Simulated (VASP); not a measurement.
# TiH2O2 (P1) in VASP: single point with PBE

Aim: the single point of TiH2O2 with PBE.

All numbers are computed with VASP 6.6.1; they aren't measurements. Logs are shortened: lines on timing, memory, paths and dates and some standing lists are left out, and cuts for length are marked.

### 1 The cell of the first run

The typed cell holds 10 atoms: a = 2.896 Å, b = 6.331 Å, c = 3.735 Å, α = 90.00°, β = 90.00°, γ = 76.78°.

### 2 Single point, PBE, collinear spin, zero start

The input, INCAR:

```
PREC = Accurate ; ENCUT = 520
EDIFF = 1E-7 ; ISMEAR = -1
SIGMA = 0.021 ; LREAL = F
LASPH = T ; NELM = 150
ALGO = Normal ; ISIF = 2
LWAVE = F ; LCHARG = F
ISPIN = 2 ; MAGMOM = 0 0 0 0 0 0 0 0 0 0
LORBIT = 11 ; LMAXMIX = 4
GGA = PE ; ISYM = 0
NBANDS = 41
```

The input, KPOINTS:

```
Automatic mesh
0
Gamma
  6 6 5
```

The input, POSCAR:

```
TiH2O2
1.0
    2.8962049300      0.0000000000      0.0000000000
    1.4481019600     -6.1629947000      0.0000000000
    0.0000000000      0.0000000000     -3.7350565900
Ti O H
2 4 4
Direct
    0.7892386692      0.6049148956      0.7423441377
    0.4225014202      0.3657973464      0.2463352843
    0.4056732125      0.3753839796      0.7448619535
    0.8010224388      0.6051250650      0.2404550994
    0.1885167183      0.8121610575      0.6929966471
    1.0276745089      0.1478848412      0.3518507250
    0.1467260971      0.8904928564      0.4616889086
    0.4601314802      0.0247622278     -0.0367376637
    1.0452631770      0.1450642699      0.6124182699
   -0.2867225494      1.0225422113      0.9368766796
```

Potentials or basis: VASP PAW PBE potentials, release 64 (Ti_sv, O, H).

On the command line:

```console
$ cat potpaw_PBE.64/Ti_sv/POTCAR potpaw_PBE.64/O/POTCAR potpaw_PBE.64/H/POTCAR > POTCAR
$ mpirun -np 1 vasp_std > vasp.out
```

OUTCAR:

```text
PREC = Accurate
   ENCUT = 520
   EDIFF = 1E-7
   ISMEAR = -1
   LREAL = F
   LASPH = T
   NELM = 150
   ISIF = 2
   ISPIN = 2
   LORBIT = 11
   GGA = PE
   ISYM = 0

 ion  position               nearest neighbor table
   1  0.789  0.605  0.742-   4 1.86   4 1.87   5 1.93   5 1.95   3 2.02   3 2.03   2 2.75   2 2.77
                             2 2.80   2 2.82
   2  0.423  0.366  0.246-   3 1.86   3 1.87   6 2.01   6 2.02   4 2.06   4 2.07   1 2.75   1 2.77
                             1 2.80   1 2.82
   3  0.406  0.375  0.745-   2 1.86   2 1.87   1 2.02   1 2.03
   4  0.801  0.605  0.240-   1 1.86   1 1.87   2 2.06   2 2.07
   5  0.189  0.812  0.693-   7 0.99   1 1.93   1 1.95
   6  0.028  0.148  0.352-   9 0.97   2 2.01   2 2.02
   7  0.147  0.890  0.462-   5 0.99
   8  0.460  0.025  0.963-  10 0.74
   9  0.045  0.145  0.612-   6 0.97
  10  0.713  0.023  0.937-   8 0.74

IMPORTANT INFORMATION: All symmetrisations will be switched off!
NOSYMM: (Re-)initialisation of all symmetry stuff for point group C_1.

----------------------------------------------------------------------------------------

                                     Primitive cell

  volume of cell :      66.6681

  direct lattice vectors                    reciprocal lattice vectors
     2.896204930  0.000000000  0.000000000     0.345279434  0.081129362  0.000000000
     1.448101960 -6.162994700  0.000000000     0.000000000 -0.162258780  0.000000000
     0.000000000  0.000000000 -3.735056590     0.000000000  0.000000000 -0.267733561

  length of vectors
     2.896204930  6.330837461  3.735056590     0.354682761  0.162258780  0.267733561

  position of ions in fractional coordinates (direct lattice)
     0.789238669  0.604914896  0.742344138
     0.422501420  0.365797346  0.246335284
     0.405673212  0.375383980  0.744861953
     0.801022439  0.605125065  0.240455099
     0.188516718  0.812161057  0.692996647
     0.027674509  0.147884841  0.351850725
     0.146726097  0.890492856  0.461688909
     0.460131480  0.024762228  0.963262336
     0.045263177  0.145064270  0.612418270
     0.713277451  0.022542211  0.936876680

  ion indices of the primitive-cell ions
   primitive index   ion index
                 1           1
                 2           2
                 3           3
                 4           4
                 5           5
                 6           6
                 7           7
                 8           8
                 9           9
                10          10

----------------------------------------------------------------------------------------

 KPOINTS: Automatic mesh

Automatic generation of k-mesh.
 Grid dimensions read from file:
 generate k-points for:    6    6    5

 Generating k-lattice:

  Cartesian coordinates                     Fractional coordinates (reciprocal lattice)
     0.057546572  0.013521560  0.000000000     0.166666667  0.000000000  0.000000000
     0.000000000 -0.027043130  0.000000000     0.000000000  0.166666667  0.000000000
     0.000000000  0.000000000 -0.053546712     0.000000000  0.000000000  0.200000000

  Length of vectors
     0.059113794  0.027043130  0.053546712

  Shift w.r.t. Gamma in fractional coordinates (k-lattice)
     0.000000000  0.000000000  0.000000000

 Subroutine IBZKPT returns following result:
 ===========================================

 Found     92 irreducible k-points:

 Following reciprocal coordinates:
            Coordinates               Weight
  0.000000  0.000000  0.000000      1.000000
  0.166667  0.000000  0.000000      2.000000
  0.166667  0.166667  0.000000      2.000000
  0.333333  0.000000  0.000000      2.000000
  0.333333  0.333333  0.000000      2.000000
  0.500000 -0.000000  0.000000      1.000000
[... 16 lines left out ...]
 -0.166667  0.000000  0.200000      2.000000
  0.166667  0.166667 -0.200000      2.000000
 [... further k-points ...]
   k-points           NKPTS =     92   k-points in BZ     NKDIM =     92   number of bands    NBANDS=     41
   number of dos      NEDOS =    301   number of ions     NIONS =     10
   total plane-waves  NPLWV =  32256
   dimension x,y,z NGX =    24 NGY =   48 NGZ =   28
   dimension x,y,z NGXF=    48 NGYF=   96 NGZF=   56
   ions per type =               2   4   4
   NGX,Y,Z   is equivalent  to a cutoff of  13.78, 12.60, 12.46 a.u.
   NGXF,Y,Z  is equivalent  to a cutoff of  27.55, 25.21, 24.93 a.u.
 SYSTEM =  unknown system
   PREC   = accura    normal or accurate (medium, high low for compatibility)
   ISTART =      0    job   : 0-new  1-cont  2-samecut
   ICHARG =      2    charge: 1-file 2-atom 10-const
   ISPIN  =      2    spin polarized calculation?
   LNONCOLLINEAR =      F non collinear calculations
   LSORBIT =      F    spin-orbit coupling
   LASPH  =      T    aspherical Exc in radial PAW
   ENCUT  =  520.0 eV  38.22 Ry    6.18 a.u.   5.39 11.77  6.94*2*pi/ulx,y,z
   NELM   =    150;   NELMIN=  2; NELMDL= -5     # of ELM steps
   EDIFF  = 0.1E-06   stopping-criterion for ELM
   LREAL  =      F    real-space projection
   EDIFFG = 0.1E-05   stopping-criterion for IOM
   NSW    =      0    number of steps for IOM
   IBRION =     -1    ionic relax: 0-MD 1-quasi-New 2-CG
   NFREE  =      0    steps in history (QN), initial steepest desc. (CG)
   ISIF   =      2    stress and relaxation
   ISYM   =      0    0-nonsym 1-usesym 2-fastsym
   POTIM  = 0.5000    time-step for ionic-motion
   TEBEG  =    0.0;   TEEND  =   0.0 temperature during run
   PSTRESS=    0.0 pullay stress
   NELECT =      52.0000    total number of electrons
   NUPDOWN=      -1.0000    fix difference up-down
   EMIN   =  10.00;   EMAX   =-10.00  energy-range for DOS
   EFERMI =   0.00;   METHOD = LEGACY
   ISMEAR =    -1;   SIGMA  =   0.02  broadening in eV -4-tet -1-fermi 0-gaus
   EFERMI_NEDOS =   21; number of points for ismear=-14 and -15
   IALGO  =     38    algorithm
   IMIX   =      4    mixing-type and parameters
     AMIX     =   0.40;   BMIX     =  1.00
     AMIX_MAG =   1.60;   BMIX_MAG =  1.00
  volume/ion in A,a.u.               =       6.67        44.99
  Fermi-wavevector in a.u.,A,eV,Ry     =   1.506965  2.847751 30.898066  2.270944
  Thomas-Fermi vector in A             =   2.617613
   LORBIT       =     11    0 simple, 1 ext, 2 COOP (PROOUT), +10 PAW based schemes
   GGA     = PE    functional components
   LHFCALC =     F    Hartree Fock is set to
   AEXX    =    0.0000 exact exchange contribution
   IVDW    =     0    specifies the selected vdW correction
   LEPSILON=     F    determine dielectric tensor
   LRPA    =     F    only Hartree local field effects (RPA)
 spin polarized calculation
  energy-cutoff  :      520.00
  volume of cell :       66.67
 maximum number of plane-waves:      1811
 NGX is ok and might be reduce to    24
   NGX = 11   NGY = 23   NGZ = 13

 number of electron      52.0000018 magnetization      -0.0000006

 number of electron      52.0000018 magnetization       0.0000002

 Free energy of the ion-electron system (eV)
  ---------------------------------------------------
  ext. energy  EPLUGINS =         0.00000000
  ---------------------------------------------------
  free energy    TOTEN  =       -63.13904650 eV

  energy without entropy =      -63.13673873  energy(sigma->0) =      -63.13789262

 E-fermi :   7.9180     XC(G=0): -11.7309

 val. band max:        7.9108920045   @ k =  -0.3333  -0.3333  -0.2000
 cond. band min:       7.9230468922   @ k =  -0.3333   0.0000   0.2000
 fundamental gap:      0.0121548877
 Fermi energy:         7.9179996826

 spin component 1

 k-point     1 :       0.0000    0.0000    0.0000
  band No.  band energies     occupation
      1     -50.0992      1.00000
      2     -49.9219      1.00000
      3     -26.6756      1.00000
      4     -26.5845      1.00000
      5     -26.3167      1.00000
      6     -26.2958      1.00000
[... 30 lines left out ...]
     37      13.5742      0.00000
     38      17.6541      0.00000

 k-point     2 :       0.1667    0.0000    0.0000
  band No.  band energies     occupation
      1     -50.0757      1.00000
      2     -49.9191      1.00000
      3     -26.6329      1.00000
      4     -26.5587      1.00000
      5     -26.4793      1.00000
      6     -26.2471      1.00000
[... 30 lines left out ...]
     37      13.8073      0.00000
     38      16.8601      0.00000
[... 859 lines left out ...]
     37      14.4721      0.00000
     38      16.7609      0.00000

 k-point    24 :       0.1667    0.1667   -0.2000
  band No.  band energies     occupation
      1     -50.0620      1.00000
      2     -49.9303      1.00000
      3     -26.7374      1.00000
      4     -26.6367      1.00000
      5     -26.4608      1.00000
      6     -26.2474      1.00000
[... 30 lines left out ...]
     37      14.6382      0.00000
     38      16.9338      0.00000

 [... further k-points ...]

 spin component 2

 k-point     1 :       0.0000    0.0000    0.0000
  band No.  band energies     occupation
      1     -50.0992      1.00000
      2     -49.9220      1.00000
      3     -26.6756      1.00000
      4     -26.5845      1.00000
      5     -26.3167      1.00000
      6     -26.2958      1.00000
[... 30 lines left out ...]
     37      13.5742      0.00000
     38      17.6541      0.00000

 k-point     2 :       0.1667    0.0000    0.0000
  band No.  band energies     occupation
      1     -50.0757      1.00000
      2     -49.9191      1.00000
      3     -26.6329      1.00000
      4     -26.5587      1.00000
      5     -26.4793      1.00000
      6     -26.2471      1.00000
[... 30 lines left out ...]
     37      13.8073      0.00000
     38      16.8601      0.00000
[... 859 lines left out ...]
     37      14.4721      0.00000
     38      16.7609      0.00000

 k-point    24 :       0.1667    0.1667   -0.2000
  band No.  band energies     occupation
      1     -50.0620      1.00000
      2     -49.9303      1.00000
      3     -26.7374      1.00000
      4     -26.6367      1.00000
      5     -26.4608      1.00000
      6     -26.2474      1.00000
[... 30 lines left out ...]
     37      14.6382      0.00000
     38      16.9338      0.00000

 [... further k-points ...]

 [bands above 38 left out]

------------------------ aborting loop because EDIFF is reached ----------------------------------------

  FORCE on cell =-STRESS in cart. coord.  units (eV):
  Direction    XX          YY          ZZ          XY          YZ          ZX
  --------------------------------------------------------------------------------------
  -------------------------------------------------------------------------------------
  Total       15.3575874     14.6086364     25.1313876     -0.0927035      2.7548442     -0.0206891
  in kB      369.0755793    351.0766893    603.9608416     -2.2278637     66.2047817     -0.4972031
  external PRESSURE =     441.3710367 kB  Pullay stress =       0.0000000 kB

 VOLUME and BASIS-vectors are now :
 -----------------------------------------------------------------------------
  energy-cutoff  :      520.00
  volume of cell :       66.67
      direct lattice vectors                 reciprocal lattice vectors
     2.896204930  0.000000000  0.000000000     0.345279434  0.081129362  0.000000000
     1.448101960 -6.162994700  0.000000000     0.000000000 -0.162258780  0.000000000
     0.000000000  0.000000000 -3.735056590     0.000000000  0.000000000 -0.267733561

 POSITION                                       TOTAL-FORCE (eV/Angst)
 -----------------------------------------------------------------------------------
      3.16178     -3.72809     -2.77270        -0.012362     -0.010441     -0.017404
      1.75336     -2.25441     -0.92008         0.016140      0.034309      0.027362
      1.71851     -2.31349     -2.78210        -0.009787      0.032848     -0.010034
      3.19621     -3.72938     -0.89811         0.008468     -0.056933     -0.009791
      1.72208     -5.00534     -2.58838         0.004239      0.009222     -0.050550
      0.29430     -0.91141     -1.31418        -0.005424      0.032705      0.107117
      1.71447     -5.48810     -1.72443         0.001491     -0.063931      0.079335
      1.36849     -0.15261     -3.59784         0.011860      0.003741      0.004007
      0.34116     -0.89403     -2.28742         0.001788      0.018898     -0.124202
      2.09844     -0.13893     -3.49929        -0.016411     -0.000419     -0.005841
 -----------------------------------------------------------------------------------
    total drift:                               -0.000184      0.000681      0.001466

  FREE ENERGIE OF THE ION-ELECTRON SYSTEM (eV)
  ---------------------------------------------------
  free  energy   TOTEN  =       -63.1390465008 eV

  energy  without entropy=      -63.1367387333  energy(sigma->0) =      -63.13789262

 total charge

# of ion       s       p       d       tot
------------------------------------------
    1        2.228   6.327   2.082  10.637
    2        2.209   6.290   2.081  10.579
    3        1.582   3.586   0.000   5.168
    4        1.578   3.559   0.000   5.137
    5        1.572   3.635   0.000   5.208
    6        1.574   3.616   0.000   5.190
    7        0.585   0.130   0.000   0.714
    8        0.642   0.041   0.000   0.683
    9        0.618   0.131   0.000   0.749
   10        0.642   0.040   0.000   0.682
--------------------------------------------------
tot         13.231  27.354   4.163  44.748

 magnetization (x)

# of ion       s       p       d       tot
------------------------------------------
    1       -0.000  -0.000  -0.000  -0.000
    2       -0.000  -0.000   0.000  -0.000
    3       -0.000   0.000   0.000   0.000
    4       -0.000   0.000   0.000   0.000
    5        0.000   0.000   0.000   0.000
    6       -0.000   0.000   0.000   0.000
    7        0.000  -0.000   0.000  -0.000
    8       -0.000  -0.000   0.000  -0.000
    9       -0.000  -0.000   0.000  -0.000
   10       -0.000  -0.000   0.000  -0.000
--------------------------------------------------
tot         -0.000   0.000  -0.000  -0.000
```

It took 10 min on 1 thread of AMD EPYC 7R43 (Zen 3), shared host; peak memory 0.42 GiB.

What came out:

```yaml
Free_energy: -63.1390 eV
Pressure: 44.1 GPa
Largest_force: 0.126 eV/Å
Band_gap_on_the_k_mesh: zero (filled and empty bands overlap)
Net_moment: 0.00 μB per cell
Valence_electrons_inside_the_program's_atomic_spheres: Ti 10.64, 10.58; O 5.17, 5.14, 5.21, 5.19; H 0.71, 0.68, 0.75 (each value once)
```

Forces on the atoms (eV/Å):
```
Ti  -0.012 -0.010 -0.017
Ti   0.016  0.034  0.027
O   -0.010  0.033 -0.010
O    0.008 -0.057 -0.010
O    0.004  0.009 -0.051
O   -0.005  0.033  0.107
H    0.001 -0.064  0.079
H    0.012  0.004  0.004
H    0.002  0.019 -0.124
H   -0.016  0.000 -0.006
```

Levels at points of the mesh, in eV from the Fermi level:
Spin up:
| k point | band 22 | band 23 | band 24 | band 25 | band 26 | band 27 | band 28 | band 29 | band 30 | band 31 |
| --- | --- | --- | --- | --- | --- | --- | --- | --- | --- | --- |
| (0.00, 0.00, 0.00) | -4.76 | -4.00 | -3.90 | -3.69 | -0.51 | -0.18 | 0.07 | 0.93 | 1.43 | 1.90 |
| (0.50, 0.00, 0.00) | -5.19 | -4.65 | -4.55 | -3.87 | -1.43 | -0.81 | 1.60 | 1.80 | 2.01 | 2.18 |
| (0.50, 0.50, 0.00) | -5.16 | -4.66 | -4.44 | -3.91 | -1.42 | -0.78 | 1.59 | 1.86 | 1.95 | 2.17 |
| (0.00, 0.50, 0.00) | -4.91 | -4.60 | -3.76 | -2.90 | -0.77 | -0.19 | 0.08 | 1.01 | 1.61 | 1.93 |
Spin down:
```csv
k point,band 22,band 23,band 24,band 25,band 26,band 27,band 28,band 29,band 30,band 31
"(0.00, 0.00, 0.00)",-4.76,-4.00,-3.90,-3.69,-0.51,-0.18,0.07,0.93,1.43,1.90
"(0.50, 0.00, 0.00)",-5.19,-4.65,-4.55,-3.87,-1.43,-0.81,1.60,1.80,2.01,2.18
"(0.50, 0.50, 0.00)",-5.16,-4.66,-4.44,-3.91,-1.42,-0.78,1.59,1.86,1.95,2.17
"(0.00, 0.50, 0.00)",-4.91,-4.60,-3.76,-2.90,-0.77,-0.19,0.08,1.01,1.61,1.93
```

Caveat: the k points lie up to 0.37 Å⁻¹ apart, too coarse for converged energies and pressures of a metal.
